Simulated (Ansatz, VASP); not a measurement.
## KMgF3: VASP beside Ansatz

Contents of INCAR:

```
SYSTEM = KMgF3
  PREC = Accurate
  ENCUT = 600
  EDIFF = 1E-6
  ISMEAR = 0
  SIGMA = 0.01
  LREAL = .False.
  LASPH = .True.
  NELM = 120
  ALGO = Normal
  ISIF = 2
  LWAVE = .False.
  LCHARG = .True.
  GGA = PE
  LELF = .True.
  LVHAR = .True.
  NBANDS = 24
  GGA_COMPAT = .False.
```

Contents of KPOINTS:

```
Automatic mesh
0
Gamma
  5 5 5
  0 0 0
```

POSCAR

```
KMgF3
1.0
    3.9802355751      0.0000000000      0.0000000000
    0.0000000000      3.9802355751      0.0000000000
    0.0000000000      0.0000000000      3.9802355751
K Mg F
1 1 3
Direct
    0.5000000000      0.5000000000      0.5000000000
    0.0000000000      0.0000000000      0.0000000000
    0.5000000000      0.0000000000      0.0000000000
    0.0000000000      0.5000000000      0.0000000000
    0.0000000000      0.0000000000      0.5000000000
```

Input for Ansatz:

```yaml
crystal:
  lattice:
    - [3.9802355751, 0.0, 0.0]
    - [0.0, 3.9802355751, 0.0]
    - [0.0, 0.0, 3.9802355751]
  atoms:
    - { symbol: K, position: [0.5, 0.5, 0.5] }
    - { symbol: Mg, position: [0.0, 0.0, 0.0] }
    - { symbol: F, position: [0.5, 0.0, 0.0] }
    - { symbol: F, position: [0.0, 0.5, 0.0] }
    - { symbol: F, position: [0.0, 0.0, 0.5] }
kpoints:
  mp_grid: { grid: [5, 5, 5] }
hamiltonian:
  xc: pbe
scf:
  occupations: { method: fixed }
  n_extra_bands: 5
output:
  forces: true
  stress: true
  eigenvalues: true
```

Alike in both runs: task single point; functional PBE; k mesh 5 × 5 × 5; no spin polarisation.

```csv
,VASP,Ansatz
version,VASP 6.6.1,Ansatz 0.2.0
potentials or method,"VASP PAW PBE potentials, release 64 (K_sv, Mg, F)",plane waves
plane-wave cutoff (eV),600,420
occupations,"gaussian, width 0.01 eV",fixed
valence electrons in the cell,32,40
```

VASP gave:

| Item | Value |
| --- | --- |
| gap on the k mesh at the Fermi level (eV) | 7.40 |
| pressure (GPa) | 3.6 |

Task: Which values does Ansatz return?

Result: gap on the k mesh at the Fermi level (eV): 7.43; pressure (GPa): 4.1.

VASP's potentials hold 32 valence electrons a cell and Ansatz's 40, so a difference there can come from the potentials and not from the codes.
